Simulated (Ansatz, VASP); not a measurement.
**SiNi3: VASP and Ansatz over several settings**

```
Ni Si
1.0
     3.54200    0.00000    0.00000
     0.00000    3.54200    0.00000
     0.00000    0.00000    3.54200
Ni Si
3 1
Direct
  0.50000 0.50000 0.00000
  0.50000 0.00000 0.50000
  0.00000 0.50000 0.50000
  0.00000 0.00000 0.00000
```

Single points on this cell with VASP 6.6.1 and Ansatz 0.2.0. Each row is one pair of runs. Alike in all rows: smearing: fermi-dirac, width 0.05 eV; VASP's potentials, cutoff: VASP PAW PBE potentials, release 64 (Ni_sv_GW, Si), 690 eV; Ansatz's potentials, cutoff: Ansatz PAW, 420 eV.

```tsv
level	spin	k mesh	pressure (GPa), VASP	pressure (GPa), Ansatz
PBEsol	collinear, typed start	6 × 6 × 6	-7.0	-6.5
PBEsol	collinear, typed start	8 × 8 × 8	-14.9	-14.1
PBEsol	collinear, zero start	6 × 6 × 6	-14.9	-14.1
PBE	collinear, typed start	6 × 6 × 6	-4.5	-3.7
PBE	collinear, zero start	6 × 6 × 6	-7.0	-6.0
PBE	collinear, typed start	8 × 8 × 8	-6.9	-6.0
PBE	off	8 × 8 × 8	-6.9	-6.0
```

Pressure (GPa): the two programs differ by at most 1.
